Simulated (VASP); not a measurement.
A run of VASP 6.6.1:

File INCAR:

```
SYSTEM = Zr3SnSe
ALGO = Normal
EDIFF = 1E-6
EDIFFG = -0.04
ENCUT = 600
GGA = PE
IBRION = 2
ISIF = 3
ISMEAR = 0
LASPH = .TRUE.
LCHARG = .FALSE.
LREAL = .FALSE.
LWAVE = .FALSE.
NELM = 80
NSW = 90
PREC = Accurate
SIGMA = 0.1
```

KPOINTS

```
k-points
0
G
  4 4 4
  0 0 0
```

File POSCAR:

```
Zr3SnSe
1.0
    5.5179146000      0.0000000000      0.0000000000
    0.0000000000      5.5179146000      0.0000000000
    0.0000000000      0.0000000000      6.8048690200
Zr Sn Se
3 1 1
Direct
    0.5000000000      0.5000000000      0.0000000000
    0.0000000000      0.5000000000      0.5000000000
    0.5000000000      0.0000000000      0.5000000000
    0.0000000000      0.0000000000      0.5000000000
    0.5000000000      0.5000000000      0.5000000000
```

Potentials or basis: VASP PAW PBE potentials, release 64 (Zr_sv, Sn_d, Se).

The run is started by

```sh
$ cat potpaw_PBE.64/Zr_sv/POTCAR potpaw_PBE.64/Sn_d/POTCAR potpaw_PBE.64/Se/POTCAR > POTCAR
$ mpirun -np 1 vasp_std > vasp.out
```

Hardware: 1 thread of Intel Xeon 8259CL, with other jobs on the host.

Estimate the wall time of this run.

Run time: 39 min on 1 thread of Intel Xeon 8259CL, with other jobs on the host, peak memory 0.48 GiB. Counts: scf iterations 118, k points 18, ion steps 11.
